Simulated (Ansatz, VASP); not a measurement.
This is a calculation of GaSb for VASP 6.6.1.

File INCAR:

```
ALGO     = Normal         # electronic algorithm
EDIFF    = 1E-6           # SCF threshold, eV
EDIFFG   = -0.005         # ionic threshold
ENCUT    = 600            # plane-wave cutoff, eV
IBRION   = 2              # ionic algorithm
ISIF     = 3              # what is computed and relaxed
ISMEAR   = -1             # smearing method
LASPH    = T              # aspherical terms in the spheres
LCHARG   = F              # write CHGCAR
LREAL    = F              # projectors in reciprocal space
LWAVE    = F              # write WAVECAR
NELM     = 60             # most SCF steps
NSW      = 80             # ionic steps
PREC     = Accurate       # precision mode
SIGMA    = 0.05           # smearing width, eV
```

Contents of KPOINTS:

```
k-points
0
Gamma
  10 10 10
```

POSCAR

```
GaSb
1.0
   -2.7534340000      2.7534340000      1.5907070000
    2.7534340000     -2.7534340000      1.5907070000
    2.7534340000      2.7534340000     -1.5907070000
Sb Ga
1 1
Direct
    0.0000000000      0.0000000000      0.0000000000
    0.7500000000      0.2500000000      0.5000000000
```

Potentials or basis: VASP PAW LDA potentials, release 64 (Sb, Ga_d).

The run is started by

```console
$ cat potpaw_LDA.64/Sb/POTCAR potpaw_LDA.64/Ga_d/POTCAR > POTCAR
$ mpirun -np 1 vasp_std > vasp.out
```

Set up the same calculation for Ansatz 0.2.0. Potentials there: all-electron LAPW, scalar-relativistic.

As run (the cutoff follows the program's own potentials):

The input input.yaml:

```yaml
crystal:
  lattice:
    - [-2.753434, 2.753434, 1.590707]
    - [2.753434, -2.753434, 1.590707]
    - [2.753434, 2.753434, -1.590707]
  atoms:
    - { symbol: Sb, position: [0.0, 0.0, 0.0] }
    - { symbol: Ga, position: [0.75, 0.25, 0.5] }
kpoints:
  mp_grid: { grid: [10, 10, 10] }
scf:
  occupations: { method: fermi_dirac, width: 0.05 }
hamiltonian:
  xc: lda
  pseudopotentials: { kind: all_electron, lapw: { basis_error: 0.001 } }
output:
  forces: true
  stress: true
relax:
  f_tol: 0.005
  max_steps: 60
  cell: {}
```

Potentials or basis: all-electron LAPW, scalar-relativistic.

The run is started by

```bash
$ ansatz run input.yaml --threads 1 --pin off --max-ram 3072MiB --backend cpu --events-out ev --progress --plain --runs-dir out
```

Both were run:

|  | VASP | Ansatz | Ansatz less VASP |
| --- | --- | --- | --- |
| relaxed volume (Å³/atom) | 22.33 | 22.28 | -0.049 |
| relaxed length of the cell vector where the two differ most in proportion (Å) | 4.109 | 4.106 | -0.0033 |

LDA's correlation is that of Perdew and Zunger in VASP and of Perdew and Wang (1992) in Ansatz. Ansatz ran all-electron here, and VASP with PAW potentials.

Neither program's run includes spin-orbit coupling.
